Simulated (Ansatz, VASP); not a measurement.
B2P3 in VASP and in Ansatz

```xyz
5
Lattice="-1.9867 1.9867 3.6570 1.9867 -1.9867 3.6570 1.9867 1.9867 -3.6570" Properties=species:S:1:pos:R:3 pbc="T T T"
B     0.0000    1.9867    1.8285
B     1.9867    0.0000    1.8285
P     0.0000    0.0000    4.7982
P     0.0000    0.0000    2.5159
P     0.0000    0.0000    0.0000
```

Alike in both runs: functional PBE; k mesh 5 × 5 × 5; occupations gaussian, width 0.2 eV; no spin polarisation.

Ansatz relaxed the structure, and its values are those at the end. VASP's run is a single point on that final structure, the one shown.

|  | VASP | Ansatz |
| --- | --- | --- |
| version | VASP 6.6.1 | Ansatz 0.2.0 |
| potentials or method | VASP PAW PBE potentials, release 64 (B, P), cutoff 500 eV | scalar-relativistic, plane waves, PAW |
| valence electrons in the cell | 21 | 21 |

|  | VASP | Ansatz | Ansatz less VASP |
| --- | --- | --- | --- |
| gap on the k mesh at the Fermi level (eV) | none | none | - |
| pressure (GPa) | -0.3 | 0.0 | +0.24 |
| rms of the force components (eV/Å) | 0.003 | 0.004 | +0.0014 |

A gap of «none» marks a metal or a gap that the smearing closes.

The k mesh is coarse, so the values compare programs but aren't converged.
